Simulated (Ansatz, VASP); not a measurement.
Two plane-wave programs on MoS2

File INCAR:

```
  PREC = Accurate
  ENCUT = 600
  EDIFF = 1E-6
  ISMEAR = 0
  SIGMA = 0.02
  LREAL = False
  LASPH = True
  NELM = 60
  ALGO = Normal
  ISIF = 3
  LWAVE = False
  LCHARG = False
  GGA = PE
  IBRION = 2
  NSW = 100
  EDIFFG = -0.01
```

Contents of KPOINTS:

```
Automatic mesh
0
Gamma
  12 12 2
```

POSCAR

```
MoS2
1.0
    3.1851326759      0.0000000000      0.0000000000
   -1.5925663379      2.7584058118      0.0000000000
    0.0000000000      0.0000000000     14.6508748437
Mo S
2 4
Direct
    0.3333333333      0.6666666667      0.2500000000
    0.6666666667      0.3333333333      0.7500000000
    0.3333333333      0.6666666667      0.6433467571
    0.6666666667      0.3333333333      0.1433467571
    0.3333333333      0.6666666667      0.8566532429
    0.6666666667      0.3333333333      0.3566532429
```

Input for Ansatz:

```yaml
crystal:
  lattice:
    - [3.1851326759, 0.0, 0.0]
    - [-1.5925663379, 2.7584058118, 0.0]
    - [0.0, 0.0, 14.6508748437]
  atoms:
    - { symbol: Mo, position: [0.3333333333, 0.6666666667, 0.25] }
    - { symbol: Mo, position: [0.6666666667, 0.3333333333, 0.75] }
    - { symbol: S, position: [0.3333333333, 0.6666666667, 0.6433467571] }
    - { symbol: S, position: [0.6666666667, 0.3333333333, 0.1433467571] }
    - { symbol: S, position: [0.3333333333, 0.6666666667, 0.8566532429] }
    - { symbol: S, position: [0.6666666667, 0.3333333333, 0.3566532429] }
basis:
  ecutwfc: 420
kpoints:
  mp_grid: { grid: [12, 12, 2] }
hamiltonian:
  xc: pbe
scf:
  occupations: { method: gaussian, width: 0.02 }
output:
  forces: true
  stress: true
  eigenvalues: true
relax:
  adjacent_minimum: "off"
  f_tol: 0.01
  max_steps: 80
  cell: { stress_tol: 0.05 }
```

Alike in both runs: task relaxation of cell and atoms; functional PBE; k mesh 12 × 12 × 2; occupations gaussian, width 0.02 eV; no spin polarisation.

```csv
,VASP,Ansatz
version,VASP 6.6.1,Ansatz 0.2.0
potentials or method,"VASP PAW PBE potentials, release 64 (Mo_sv, S), cutoff 600 eV","scalar-relativistic, plane waves, PAW"
valence electrons in the cell,52,52
```

|  | VASP | Ansatz | Ansatz less VASP |
| --- | --- | --- | --- |
| gap on the k mesh at the Fermi level, each at its own relaxed structure (eV) | 1.44 | 1.43 | -0.012 |
| relaxed volume (Å³/atom) | 21.44 | 21.45 | +0.015 |
| relaxed cell length with the largest relative difference (Å) | 14.647 | 14.651 | +0.0042 |
